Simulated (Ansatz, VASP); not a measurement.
One calculation of CdTe, two programs

```
Cd Te
1.0
     0.00000    3.30115    3.20500
     3.30115    0.00000    3.20500
     3.30115    3.30115    0.00000
Cd Te
1 1
Direct
  0.00000 0.00000 0.00000
  0.75000 0.75000 0.75000
```

Change from the starting cell: strain +0.030 along x and y, +0.000 along z, atoms carried along.

Alike in both runs: task single point; functional PBE; k mesh 8 × 8 × 8; occupations gaussian, width 0.05 eV; no spin polarisation.

|  | VASP | Ansatz |
| --- | --- | --- |
| version | VASP 6.6.1 | Ansatz 0.2.0 |
| potentials or method | VASP PAW PBE potentials, release 64 (Cd, Te), cutoff 520 eV | scalar-relativistic, plane waves, PAW |
| valence electrons in the cell | 18 | 36 |

```tsv
	VASP	Ansatz	Ansatz less VASP
gap on the k mesh at the Fermi level (eV)	0.63	0.63	+0.001
least direct gap on the mesh (eV)	0.63	0.63	+0.001
pressure (GPa)	1.5	1.4	-0.13
traceless stress, the component that is largest in VASP (GPa)	0.28	0.29	+0.002
```

VASP's potentials hold 18 valence electrons a cell and Ansatz's 36, so a difference there can come from the potentials and not from the codes.

Neither program's run includes spin-orbit coupling.
